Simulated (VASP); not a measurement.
Write the native input for VASP 6.6.1 that does the following.

```
Task                   : single point
Functional             : PBE
Potentials or basis    : VASP PAW PBE potentials, release 64 (Ta_pv, N)
Cutoff                 : 520 eV
k mesh                 : 10 × 10 × 8
Occupations            : tetrahedron
Spin                   : collinear spin, ferromagnetic start
Starting moments       : [2.0, 0.0] μB
Dipole correction      : no
Further INCAR settings : ALGO = Normal; EDIFF = 1e-07; NBANDS = 19; ISYM = 0
```

The structure of TaN lies in POSCAR:

```
TaN
1.0
    2.9361269820      0.0000000000      0.0000000000
   -1.4680634909      2.5427605552      0.0000000000
    0.0000000000      0.0000000000      2.8866838206
Ta N
1 1
Direct
    0.3333333333      0.6666666667      0.5000000000
    0.0000000000      0.0000000000      0.0000000000
```

The input as run:

INCAR

```
PREC = Accurate
ENCUT = 520
EDIFF = 1E-7
ISMEAR = -5
SIGMA = 0.1
LREAL = False
LASPH = True
NELM = 150
ALGO = Normal
ISIF = 2
LWAVE = False
LCHARG = False
ISPIN = 2
MAGMOM = 2 0
LORBIT = 11
LMAXMIX = 4
GGA = PE
NBANDS = 19
ISYM = 0
```

KPOINTS

```
Automatic mesh
0
Gamma
  10 10 8
```

Potentials or basis: VASP PAW PBE potentials, release 64 (Ta_pv, N).

Command:

```bash
$ cat potpaw_PBE.64/Ta_pv/POTCAR potpaw_PBE.64/N/POTCAR > POTCAR
$ mpirun -np 1 vasp_std > vasp.out
```

It gave:

* Pressure: 5.4 GPa
* Band gap on the k mesh: zero (filled and empty bands overlap)
* Net moment: 0.00 μB per cell
* Valence electrons inside the program's atomic spheres: Ta 9.00; N 3.74

Caveat: spin-orbit coupling is left out, which moves the levels of the heavy elements; tetrahedron occupations give inexact forces and stress in metals.

Run time: 2.2 min on 1 thread of Intel(R) Xeon(R) Platinum 8375C CPU @ 2.90GHz (Ice Lake), on a shared host, peak memory 0.37 GiB.
